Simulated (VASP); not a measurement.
## BN: single point with B3LYP+D3(BJ)

Crystal: BN.

```
CELL_PARAMETERS angstrom
0.00000 1.79565 1.79565
1.79565 0.00000 1.79565
1.79565 1.79565 0.00000
ATOMIC_POSITIONS crystal
N 0.25000 0.25000 0.25000
B 0.00000 0.00000 0.00000
```

- Program: VASP 6.6.1
- Task: single point
- Functional: B3LYP
- Dispersion: D3(BJ)
- Potentials or basis: VASP PAW PBE potentials, release 64 (N, B)
- Cutoff: 520 eV
- k mesh: 8 × 8 × 8
- Occupations: gaussian, width 0.01 eV
- Spin: no spin polarisation

```
Pressure                   : -0.7 GPa
Band gap on the k mesh     : 6.59 eV (least direct gap 11.05 eV)
Dispersion energy per atom : -0.347 eV
```

Levels at points of the mesh, in eV from the valence-band top:
```tsv
k point	band 1	band 2	band 3	band 4	band 5	band 6	band 7	band 8	band 9
(0.00, 0.00, 0.00)	-21.76	0.00	0.00	0.00	11.05	11.05	11.05	13.10	27.71
(0.50, 0.00, 0.00)	-17.27	-11.43	-2.09	-2.09	12.66	13.07	13.07	18.10	26.39
(0.50, 0.50, 0.00)	-15.80	-9.58	-5.26	-5.26	6.59	11.50	20.90	20.90	23.90
```

Run time: 9.5 min on 1 thread of AMD EPYC 9R45 96-Core Processor (Zen 5), with other jobs on the host, peak memory 0.11 GiB.

Caveat: three body term missing; the PAW data sets were made with another functional, which shifts forces and pressure a little. A k mesh can miss the band edges.
